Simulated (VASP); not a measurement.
# BP (Fm-3m) in VASP: notebook

BP is run at these levels: PBE, r2SCAN; tasks: single point.

All numbers are computed with VASP 6.6.1; they aren't measurements. Logs are shortened: lines on timing, memory, paths and dates and some standing lists are left out, and cuts for length are marked.

## 1. The cell of the first run

Symmetry: Fm-3m, No. 225, cubic system. The conventional cell has a = 4.311 Å, b = 4.311 Å, c = 4.311 Å, α = 90.00°, β = 90.00°, γ = 90.00°. Within 2.9 Å of B (site symmetry m-3m) lie 6 P at 2.16 Å. P (site symmetry m-3m) has 6 B at 2.16 Å within 2.9 Å.

## 2. Single point, PBE

INCAR reads:

```
SYSTEM = BP
PREC     = Accurate       ! precision mode
ENCUT    = 500            ! plane-wave cutoff, eV
EDIFF    = 1E-6           ! SCF threshold, eV
ISMEAR   = -1             ! smearing method
SIGMA    = 0.02           ! smearing width, eV
LREAL    = .FALSE.        ! projectors in reciprocal space
LASPH    = .TRUE.         ! aspherical terms in the spheres
NELM     = 120            ! most SCF steps
ALGO     = Normal         ! electronic algorithm
ISIF     = 2              ! what is computed and relaxed
LWAVE    = .FALSE.        ! write WAVECAR
LCHARG   = .FALSE.        ! write CHGCAR
GGA      = PE             ! functional
NBANDS   = 11             ! bands
GGA_COMPAT= .FALSE.
```

KPOINTS reads:

```
Automatic mesh
0
G
  6 6 6
  0 0 0
```

POSCAR reads:

```
BP
1.0
    0.0000000000      2.1554244777      2.1554244777
    2.1554244777      0.0000000000      2.1554244777
    2.1554244777      2.1554244777      0.0000000000
B P
1 1
Direct
    0.0000000000      0.0000000000      0.0000000000
    0.5000000000      0.5000000000      0.5000000000
```

Potentials or basis: VASP PAW PBE potentials, release 64 (B, P).

The run is started by

```
> cat potpaw_PBE.64/B/POTCAR potpaw_PBE.64/P/POTCAR > POTCAR
> mpirun -np 1 vasp_std > vasp.out
```

OUTCAR:

```text
SYSTEM = BP
   PREC = Accurate
   ENCUT = 500
   EDIFF = 1E-6
   ISMEAR = -1
   LREAL = .FALSE.
   LASPH = .TRUE.
   NELM = 120
   ISIF = 2
   GGA = PE

 ion  position               nearest neighbor table
   1  0.000  0.000  0.000-   2 2.16   2 2.16   2 2.16   2 2.16   2 2.16   2 2.16
   2  0.500  0.500  0.500-   1 2.16   1 2.16   1 2.16   1 2.16   1 2.16   1 2.16

  LATTYP: Found a face centered cubic cell.
 ALAT       =     4.3108489554

  Lattice vectors:

 A1 = (   0.0000000000,   2.1554244777,   2.1554244777)
 A2 = (   2.1554244777,   0.0000000000,   2.1554244777)
 A3 = (   2.1554244777,   2.1554244777,   0.0000000000)

Analysis of symmetry for initial positions (statically):
=====================================================================
 Subroutine PRICEL returns:
 Original cell was already a primitive cell.

 Routine SETGRP: Setting up the symmetry group for a
 face centered cubic supercell.

 Subroutine GETGRP returns: Found 48 space group operations
 (whereof 48 operations were pure point group operations)
 out of a pool of 48 trial point group operations.

The static configuration has the point symmetry O_h .

Analysis of symmetry for dynamics (positions and initial velocities):
=====================================================================
 Subroutine PRICEL returns:
 Original cell was already a primitive cell.

 Routine SETGRP: Setting up the symmetry group for a
 face centered cubic supercell.

 Subroutine GETGRP returns: Found 48 space group operations
 (whereof 48 operations were pure point group operations)
 out of a pool of 48 trial point group operations.

The dynamic configuration has the point symmetry O_h .

 Subroutine INISYM returns: Found 48 space group operations
 (whereof 48 operations are pure point group operations),
 and found     1 'primitive' translations

----------------------------------------------------------------------------------------

                                     Primitive cell

  volume of cell :      20.0276

  direct lattice vectors                    reciprocal lattice vectors
     0.000000000  2.155424478  2.155424478    -0.231972869  0.231972869  0.231972869
     2.155424478  0.000000000  2.155424478     0.231972869 -0.231972869  0.231972869
     2.155424478  2.155424478  0.000000000     0.231972869  0.231972869 -0.231972869

  length of vectors
     3.048230529  3.048230529  3.048230529     0.401788795  0.401788795  0.401788795

  position of ions in fractional coordinates (direct lattice)
     0.000000000  0.000000000  0.000000000
     0.500000000  0.500000000  0.500000000

  ion indices of the primitive-cell ions
   primitive index   ion index
                 1           1
                 2           2

----------------------------------------------------------------------------------------

 KPOINTS: Automatic mesh

Automatic generation of k-mesh.
 Grid dimensions read from file:
 generate k-points for:    6    6    6

 Generating k-lattice:

  Cartesian coordinates                     Fractional coordinates (reciprocal lattice)
    -0.038662145  0.038662145  0.038662145     0.166666667  0.000000000  0.000000000
     0.038662145 -0.038662145  0.038662145     0.000000000  0.166666667  0.000000000
     0.038662145  0.038662145 -0.038662145     0.000000000  0.000000000  0.166666667

  Length of vectors
     0.066964799  0.066964799  0.066964799

  Shift w.r.t. Gamma in fractional coordinates (k-lattice)
     0.000000000  0.000000000  0.000000000

 Subroutine IBZKPT returns following result:
 ===========================================

 Found     16 irreducible k-points:

 Following reciprocal coordinates:
            Coordinates               Weight
  0.000000  0.000000  0.000000      1.000000
  0.166667  0.000000  0.000000      8.000000
  0.333333  0.000000  0.000000      8.000000
  0.500000  0.000000  0.000000      4.000000
  0.166667  0.166667  0.000000      6.000000
  0.333333  0.166667  0.000000     24.000000
[... 8 lines left out ...]
 -0.333333  0.333333  0.166667     24.000000
 -0.333333  0.500000  0.166667     12.000000
   k-points           NKPTS =     16   k-points in BZ     NKDIM =     16   number of bands    NBANDS=     11
   number of dos      NEDOS =    301   number of ions     NIONS =      2
   total plane-waves  NPLWV =  13824
   dimension x,y,z NGX =    24 NGY =   24 NGZ =   24
   dimension x,y,z NGXF=    48 NGYF=   48 NGZF=   48
   ions per type =               1   1
   NGX,Y,Z   is equivalent  to a cutoff of  13.09, 13.09, 13.09 a.u.
   NGXF,Y,Z  is equivalent  to a cutoff of  26.18, 26.18, 26.18 a.u.
 SYSTEM =  BP
   PREC   = accura    normal or accurate (medium, high low for compatibility)
   ISTART =      0    job   : 0-new  1-cont  2-samecut
   ICHARG =      2    charge: 1-file 2-atom 10-const
   ISPIN  =      1    spin polarized calculation?
   LNONCOLLINEAR =      F non collinear calculations
   LSORBIT =      F    spin-orbit coupling
   LASPH  =      T    aspherical Exc in radial PAW
   ENCUT  =  500.0 eV  36.75 Ry    6.06 a.u.   5.56  5.56  5.56*2*pi/ulx,y,z
   NELM   =    120;   NELMIN=  2; NELMDL= -5     # of ELM steps
   EDIFF  = 0.1E-05   stopping-criterion for ELM
   LREAL  =      F    real-space projection
   EDIFFG = 0.1E-04   stopping-criterion for IOM
   NSW    =      0    number of steps for IOM
   IBRION =     -1    ionic relax: 0-MD 1-quasi-New 2-CG
   NFREE  =      0    steps in history (QN), initial steepest desc. (CG)
   ISIF   =      2    stress and relaxation
   ISYM   =      2    0-nonsym 1-usesym 2-fastsym
   POTIM  = 0.5000    time-step for ionic-motion
   TEBEG  =    0.0;   TEEND  =   0.0 temperature during run
   PSTRESS=    0.0 pullay stress
   NELECT =       8.0000    total number of electrons
   NUPDOWN=      -1.0000    fix difference up-down
   EMIN   =  10.00;   EMAX   =-10.00  energy-range for DOS
   EFERMI =   0.00;   METHOD = LEGACY
   ISMEAR =    -1;   SIGMA  =   0.02  broadening in eV -4-tet -1-fermi 0-gaus
   EFERMI_NEDOS =   21; number of points for ismear=-14 and -15
   IALGO  =     38    algorithm
   IMIX   =      4    mixing-type and parameters
     AMIX     =   0.40;   BMIX     =  1.00
     AMIX_MAG =   1.60;   BMIX_MAG =  1.00
  volume/ion in A,a.u.               =      10.01        67.58
  Fermi-wavevector in a.u.,A,eV,Ry     =   1.205671  2.278387 19.777996  1.453642
  Thomas-Fermi vector in A             =   2.341360
   LORBIT       =      0    0 simple, 1 ext, 2 COOP (PROOUT), +10 PAW based schemes
   GGA     = PE    functional components
   LHFCALC =     F    Hartree Fock is set to
   AEXX    =    0.0000 exact exchange contribution
   IVDW    =     0    specifies the selected vdW correction
   LEPSILON=     F    determine dielectric tensor
   LRPA    =     F    only Hartree local field effects (RPA)
 non-spin polarized calculation
  energy-cutoff  :      500.00
  volume of cell :       20.03
 maximum number of plane-waves:       531
 NGX is ok and might be reduce to    24
   NGX = 11   NGY = 11   NGZ = 11

 number of electron       8.0000000 magnetization

 Free energy of the ion-electron system (eV)
  ---------------------------------------------------
  ext. energy  EPLUGINS =         0.00000000
  ---------------------------------------------------
  free energy    TOTEN  =       -10.73702740 eV

  energy without entropy =      -10.73188153  energy(sigma->0) =      -10.73445447

 E-fermi :   9.6833     XC(G=0): -11.9686

 val. band max:        9.6643121917   @ k =   0.1667   0.0000   0.0000
 cond. band min:       9.6898329709   @ k =   0.3333   0.1667   0.0000
 fundamental gap:      0.0255207792
 Fermi energy:         9.6832587149

 k-point     1 :       0.0000    0.0000    0.0000
  band No.  band energies     occupation
      1      -7.1863      2.00000
      2       9.7977      0.00653
      3       9.7977      0.00653
      4       9.7977      0.00653
      5      16.4033      0.00000
      6      17.7104      0.00000
      7      17.7104      0.00000
      8      17.7104      0.00000
      9      18.4534      0.00000
     10      18.4534      0.00000
     11      18.4534      0.00000

 k-point     2 :       0.1667    0.0000    0.0000
  band No.  band energies     occupation
      1      -6.5934      2.00000
      2       6.8334      2.00000
      3       9.6643      1.44116
      4       9.6643      1.44115
      5      15.6190      0.00000
      6      15.6190      0.00000
      7      16.1845      0.00000
      8      17.9594      0.00000
      9      19.0392      0.00000
     10      19.0392      0.00000
     11      19.3144      0.00000

 k-point     3 :       0.3333    0.0000    0.0000
  band No.  band energies     occupation
      1      -4.8496      2.00000
      2       2.3036      2.00000
      3       9.7557      0.05196
      4       9.7557      0.05196
      5      12.6646      0.00000
      6      12.6646      0.00000
      7      15.2618      0.00000
      8      17.2325      0.00000
      9      22.4139      0.00000
     10      22.4139      0.00000
     11      22.5969      0.00000

 k-point     4 :       0.5000    0.0000    0.0000
  band No.  band energies     occupation
      1      -2.6986      2.00000
      2      -0.8717      2.00000
      3      10.4209      0.00000
      4      10.4209      0.00000
      5      10.9731      0.00000
      6      10.9731      0.00000
      7      14.9230      0.00000
      8      16.9062      0.00000
      9      24.9170      0.00000
     10      25.5619      0.00000
     11      25.5619      0.00000

 k-point     5 :       0.1667    0.1667    0.0000
  band No.  band energies     occupation
      1      -6.3944      2.00000
      2       8.1842      2.00000
      3       8.1842      2.00000
      4       8.7275      2.00000
      5      12.1814      0.00000
      6      15.5211      0.00000
      7      18.4786      0.00000
      8      19.0718      0.00000
      9      19.0718      0.00000
     10      20.8642      0.00000
     11      20.8642      0.00000
[... 99 lines left out ...]
 k-point    13 :       0.5000    0.5000    0.0000
  band No.  band energies     occupation
      1      -0.8248      2.00000
      2       0.7239      2.00000
      3       5.5188      2.00000
      4       5.5188      2.00000
      5       6.9898      2.00000
      6      12.3849      0.00000
      7      21.8790      0.00000
      8      21.8790      0.00000
      9      24.5369      0.00000
     10      25.6813      0.00000
     11      29.2488      0.00000

 k-point    14 :       0.5000    0.3333    0.1667
  band No.  band energies     occupation
      1      -3.3041      2.00000
      2       3.2074      2.00000
      3       4.3631      2.00000
      4       6.2814      2.00000
      5      11.4092      0.00000
      6      15.3170      0.00000
      7      16.7012      0.00000
      8      20.9153      0.00000
      9      21.2588      0.00000
     10      25.0474      0.00000
     11      25.4837      0.00000

 k-point    15 :      -0.3333    0.3333    0.1667
  band No.  band energies     occupation
      1      -1.1914      2.00000
      2       0.5780      2.00000
      3       4.2621      2.00000
      4       4.8061      2.00000
      5      12.8303      0.00000
      6      13.8506      0.00000
      7      20.0985      0.00000
      8      20.1852      0.00000
      9      21.6343      0.00000
     10      21.9198      0.00000
     11      27.4732      0.00000

 k-point    16 :      -0.3333    0.5000    0.1667
  band No.  band energies     occupation
      1      -0.3354      2.00000
      2       1.4887      2.00000
      3       2.9126      2.00000
      4       3.6180      2.00000
      5      11.0763      0.00000
      6      15.9280      0.00000
      7      16.9807      0.00000
      8      22.4117      0.00000
      9      22.7262      0.00000
     10      23.8378      0.00000
     11      29.3758      0.00000

------------------------ aborting loop because EDIFF is reached ----------------------------------------

  FORCE on cell =-STRESS in cart. coord.  units (eV):
  Direction    XX          YY          ZZ          XY          YZ          ZX
  --------------------------------------------------------------------------------------
  -------------------------------------------------------------------------------------
  Total        0.1487461      0.1487461      0.1487461      0.0000000      0.0000000     -0.0000000
  in kB       11.8994728     11.8994728     11.8994728      0.0000000      0.0000000     -0.0000000
  external PRESSURE =      11.8994728 kB  Pullay stress =       0.0000000 kB

 VOLUME and BASIS-vectors are now :
 -----------------------------------------------------------------------------
  energy-cutoff  :      500.00
  volume of cell :       20.03
      direct lattice vectors                 reciprocal lattice vectors
     0.000000000  2.155424478  2.155424478    -0.231972869  0.231972869  0.231972869
     2.155424478  0.000000000  2.155424478     0.231972869 -0.231972869  0.231972869
     2.155424478  2.155424478  0.000000000     0.231972869  0.231972869 -0.231972869

 POSITION                                       TOTAL-FORCE (eV/Angst)
 -----------------------------------------------------------------------------------
      0.00000      0.00000      0.00000        -0.000000      0.000000     -0.000000
      2.15542      2.15542      2.15542         0.000000     -0.000000      0.000000
 -----------------------------------------------------------------------------------
    total drift:                                0.000000     -0.000000     -0.000000

  FREE ENERGIE OF THE ION-ELECTRON SYSTEM (eV)
  ---------------------------------------------------
  free  energy   TOTEN  =       -10.7370273981 eV

  energy  without entropy=      -10.7318815329  energy(sigma->0) =      -10.73445447
```

Wall time 2.7 s (1 thread of Intel Xeon Platinum 8488C (Sapphire Rapids), shared host); peak memory 0.13 GiB.

Results:

| Quantity | Value |
| --- | --- |
| Free energy | -10.7370 eV |
| Pressure | 1.2 GPa |
| Band gap on the k mesh | zero (band 4 reaches 11.26 eV, above the bottom of band 5 at 6.99 eV) |

Caveat: the k points lie up to 0.42 Å⁻¹ apart.

## 3. Single point, r2SCAN

POSCAR is that of step 2.

INCAR.step1 reads:

```
PREC     = Accurate       # precision mode
ENCUT    = 550            # plane-wave cutoff, eV
ISMEAR   = -1             # smearing method
SIGMA    = 0.02           # smearing width, eV
LREAL    = False          # projectors in reciprocal space
LASPH    = True           # aspherical terms in the spheres
NELM     = 120            # most SCF steps
NBANDS   = 11             # bands
GGA      = PE             # functional
ALGO     = Normal         # electronic algorithm
EDIFF    = 1E-5           # SCF threshold, eV
LWAVE    = True           # write WAVECAR
LCHARG   = False          # write CHGCAR
GGA_COMPAT= False
```

INCAR.step2 reads:

```
PREC     = Accurate       # precision mode
ENCUT    = 550            # plane-wave cutoff, eV
EDIFF    = 1E-6           # SCF threshold, eV
ISMEAR   = -1             # smearing method
SIGMA    = 0.02           # smearing width, eV
LREAL    = False          # projectors in reciprocal space
LASPH    = True           # aspherical terms in the spheres
NELM     = 120            # most SCF steps
ALGO     = Normal         # electronic algorithm
ISIF     = 2              # what is computed and relaxed
LWAVE    = False          # write WAVECAR
LCHARG   = False          # write CHGCAR
METAGGA  = R2SCAN         # meta-GGA
LMIXTAU  = True         
NBANDS   = 11             # bands
ISTART   = 1            
GGA_COMPAT= False
```

KPOINTS reads:

```
regular mesh
0
Gamma
  8 8 8
```

Potentials or basis: VASP PAW PBE potentials, release 64 (B, P).

The run is started by

```
> cat potpaw_PBE.64/B/POTCAR potpaw_PBE.64/P/POTCAR > POTCAR
> cp INCAR.step1 INCAR
> mpirun -np 1 vasp_std > vasp.out
> cp INCAR.step2 INCAR
> mpirun -np 1 vasp_std > vasp.out
```

It took 24 s on 1 thread of Intel Xeon Platinum 8488C (Sapphire Rapids), shared host; peak memory 0.14 GiB.

The run converged. Its results:

* Free energy: -14.8266 eV
* Pressure: -0.8 GPa
* Band gap on the k mesh: zero (band 4 reaches 11.22 eV, above the bottom of band 5 at 6.79 eV)

Levels at points of the mesh, in eV from the Fermi level:
| k point | band 1 | band 2 | band 3 | band 4 | band 5 | band 6 | band 7 | band 8 | band 9 |
| --- | --- | --- | --- | --- | --- | --- | --- | --- | --- |
| (0.00, 0.00, 0.00) | -17.83 | 0.09 | 0.09 | 0.09 | 7.25 | 8.42 | 8.42 | 8.42 | 9.37 |
| (0.50, 0.00, 0.00) | -13.04 | -11.24 | 0.80 | 0.80 | 1.28 | 1.28 | 5.79 | 7.72 | 16.50 |
| (0.50, 0.50, 0.00) | -11.14 | -9.42 | -4.46 | -4.46 | -2.92 | 3.07 | 13.09 | 13.09 | 16.06 |

Caveat: the PAW data sets were made with another functional, which shifts forces and pressure a little.

## 4. Single point, r2SCAN

POSCAR is that of step 3.

INCAR.step1 reads:

```
PREC = Accurate
ENCUT = 550
ISMEAR = -1
SIGMA = 0.02
LREAL = False
LASPH = True
NELM = 120
NBANDS = 11
GGA = PE
ALGO = Normal
EDIFF = 1E-5
LWAVE = True
LCHARG = False
GGA_COMPAT = False
```

INCAR.step2 reads:

```
PREC = Accurate
ENCUT = 550
EDIFF = 1E-6
ISMEAR = -1
SIGMA = 0.02
LREAL = False
LASPH = True
NELM = 120
ALGO = Normal
ISIF = 2
LWAVE = False
LCHARG = False
METAGGA = R2SCAN
LMIXTAU = True
NBANDS = 11
ISTART = 1
GGA_COMPAT = False
```

KPOINTS reads:

```
Automatic mesh
0
Gamma
  10 10 10
```

The run is started by

```
> cat potpaw_PBE.64/B/POTCAR potpaw_PBE.64/P/POTCAR > POTCAR
> cp INCAR.step1 INCAR
> mpirun -np 1 vasp_std > vasp.out
> cp INCAR.step2 INCAR
> mpirun -np 1 vasp_std > vasp.out
```

Run time: 26 s. Hardware: 1 thread of Intel Xeon Platinum 8488C (Sapphire Rapids), shared host; peak memory 0.14 GiB.

The run converged. Its results:

| Property | Result |
| --- | --- |
| Free energy | -14.8553 eV |
| Pressure | -0.4 GPa |
| Band gap on the k mesh | zero (band 4 reaches 10.96 eV, above the bottom of band 5 at 6.79 eV) |

Levels at points of the mesh, in eV from the Fermi level:
| k point | band 2 | band 3 | band 4 | band 5 | band 6 | band 7 |
| --- | --- | --- | --- | --- | --- | --- |
| (0.00, 0.00, 0.00) | 0.08 | 0.08 | 0.08 | 7.25 | 8.41 | 8.41 |
| (0.50, 0.00, 0.00) | -11.24 | 0.80 | 0.80 | 1.26 | 1.26 | 5.78 |
| (0.50, 0.50, 0.00) | -9.43 | -4.46 | -4.46 | -2.93 | 3.06 | 13.08 |

Caveat: the PAW data sets were made with another functional, which shifts forces and pressure a little.

## 5. The runs side by side

```tsv
level	k mesh	cutoff (eV)	gap on the mesh (eV)	pressure (GPa)
PBE	6 × 6 × 6	500	none	1.2
r2SCAN	8 × 8 × 8	550	none	-0.8
r2SCAN	10 × 10 × 10	550	none	-0.4
```

Alike in all rows: task single point; potentials or basis VASP PAW PBE potentials, release 64 (B, P); no spin polarisation; cell as given; smearing fermi-dirac 0.02 eV.

Caveats: some runs use coarse meshes; the PAW data sets were made with another functional, which shifts forces and pressure a little (some runs).

Total energies depend on the potentials used, so only differences within one code and one set of settings carry meaning.
